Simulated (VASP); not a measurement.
Input of a VASP 6.6.1 run:

Contents of INCAR:

```
SYSTEM = MgCd2Se3
ALGO     = Normal         ! electronic algorithm
EDIFF    = 1E-6           ! SCF threshold, eV
ENCUT    = 520            ! plane-wave cutoff, eV
GGA      = PE             ! functional
ISIF     = 2              ! what is computed and relaxed
ISMEAR   = 0              ! smearing method
LASPH    = .TRUE.         ! aspherical terms in the spheres
LCHARG   = .TRUE.         ! write CHGCAR
LELF     = .TRUE.         ! ELF
LREAL    = .FALSE.        ! projectors in reciprocal space
LVHAR    = .TRUE.       
LWAVE    = .FALSE.        ! write WAVECAR
NBANDS   = 56             ! bands
NELM     = 60             ! most SCF steps
PREC     = Accurate       ! precision mode
SIGMA    = 0.1            ! smearing width, eV
```

The input KPOINTS:

```
k-points
0
G
  6 6 1
  0 0 0
```

File POSCAR:

```
MgCd2Se3
1.0
    4.3424622114      0.0000000000      0.0000000000
   -2.1712311057      3.7606825901      0.0000000000
    0.0000000000      0.0000000000     21.1685868000
Mg Cd Se
2 4 6
Direct
    0.6666666667      0.3333333333      0.3318170000
    0.3333333333      0.6666666667      0.8318170000
    0.6666666667      0.3333333333      0.9984630000
    0.6666666667      0.3333333333      0.6688710000
    0.3333333333      0.6666666667      0.1688710000
    0.3333333333      0.6666666667      0.4984630000
    0.6666666667      0.3333333333      0.1252810000
    0.6666666667      0.3333333333      0.4548870000
    0.6666666667      0.3333333333      0.7956810000
    0.3333333333      0.6666666667      0.2956810000
    0.3333333333      0.6666666667      0.6252810000
    0.3333333333      0.6666666667      0.9548870000
```

Potentials or basis: VASP PAW PBE potentials, release 64 (Mg, Cd, Se).

Launch:

```console
$ cat potpaw_PBE.64/Mg/POTCAR potpaw_PBE.64/Cd/POTCAR potpaw_PBE.64/Se/POTCAR > POTCAR
$ mpirun -np 1 vasp_std > vasp.out
```

Q: Predict the largest force.

A: 0.032 eV/Å.

Q: Estimate the pressure.

A: 0.2 GPa.

Q: What does it give for the band gap on the k mesh?

A: 1.01 eV.

Forces in eV/Å, atoms in the order of the input:
```
Mg   0.000  0.000  0.003
Mg   0.000  0.000  0.003
Cd   0.000  0.000  0.001
Cd   0.000  0.000  0.001
Cd   0.000  0.000  0.001
Cd   0.000  0.000  0.001
Se   0.000  0.000  0.000
Se   0.000  0.000 -0.032
Se   0.000  0.000  0.027
Se   0.000  0.000  0.027
Se   0.000  0.000  0.000
Se   0.000  0.000 -0.032
```
